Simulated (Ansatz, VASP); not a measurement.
Given: the input of a run of Ansatz 0.2.0 on CoPd2O2.

input.yaml

```yaml
crystal:
  lattice:
    - [2.8449990154, 0.0, 0.0]
    - [-1.4224995077, 2.4638414211, 0.0]
    - [0.0, 0.0, 20.96]
  atoms:
    - { symbol: Pd, position: [0.6666666667, 0.3333333333, 0.3578244275] }
    - { symbol: O, position: [0.6666666667, 0.3333333333, 0.4534943702] }
    - { symbol: Co, position: [0.0, 0.0, 0.5], spin: 2.0 }
    - { symbol: O, position: [0.3333333333, 0.6666666667, 0.5465056298] }
    - { symbol: Pd, position: [0.3333333333, 0.6666666667, 0.6421755725] }
kpoints:
  mp_grid: { grid: [11, 11, 1] }
scf:
  occupations: { method: fermi_dirac, width: 0.05 }
hamiltonian:
  xc: pbe
  pseudopotentials: { kind: all_electron, lapw: { basis_error: 0.001 } }
magnetization:
  spin_polarized: true
output:
  forces: true
  stress: true
  eigenvalues: true
  populations: true
```

Potentials or basis: all-electron LAPW, scalar-relativistic.

Launch:

```bash
$ ansatz run input.yaml --threads 8 --pin off --max-ram 30720MiB --backend cpu --events-out ev --progress --plain --runs-dir out
```

Problem. Translate it to VASP 6.6.1. Potentials there: VASP PAW PBE potentials, release 64 (Pd, O, Co).

Solution. As run (the cutoff follows the program's own potentials):

The input INCAR:

```
SYSTEM = CoPd2O2
PREC = Accurate ; ENCUT = 520
EDIFF = 1E-6 ; ISMEAR = -1
SIGMA = 0.05 ; LREAL = .FALSE.
LASPH = .TRUE. ; NELM = 150
ALGO = Normal ; ISIF = 2
LWAVE = .FALSE. ; LCHARG = .FALSE.
ISPIN = 2 ; MAGMOM = 0 0 0 0 2
LORBIT = 11 ; LMAXMIX = 4
GGA = PE ; NBANDS = 32
```

Contents of KPOINTS:

```
regular mesh
0
G
  11 11 1
  0 0 0
```

The input POSCAR:

```
CoPd2O2
1.0
    2.8449990154      0.0000000000      0.0000000000
   -1.4224995077      2.4638414211      0.0000000000
    0.0000000000      0.0000000000     20.9600000000
Pd O Co
2 2 1
Direct
    0.6666666667      0.3333333333      0.3578244275
    0.3333333333      0.6666666667      0.6421755725
    0.6666666667      0.3333333333      0.4534943702
    0.3333333333      0.6666666667      0.5465056298
    0.0000000000      0.0000000000      0.5000000000
```

Potentials or basis: VASP PAW PBE potentials, release 64 (Pd, O, Co).

The run is started by

```bash
$ cat potpaw_PBE.64/Pd/POTCAR potpaw_PBE.64/O/POTCAR potpaw_PBE.64/Co/POTCAR > POTCAR
$ mpirun -np 1 vasp_std > vasp.out
```

Both were run:

|  | VASP | Ansatz | Ansatz less VASP |
| --- | --- | --- | --- |
| gap on the k mesh at the Fermi level (eV) | none | none | - |
| rms of the force components (eV/Å) | 0.315 | 0.332 | +0.0164 |
| net moment per atom (μB) | 0.27 | 0.27 | +0.002 |
| size of the moment on the site where the two differ most (μB) | 0.43 | 0.41 | -0.014 |

Site moments also hang on the region over which each program counts them. A gap of «none» marks a metal or a gap that the smearing closes. Ansatz ran all-electron here, and VASP with PAW potentials.
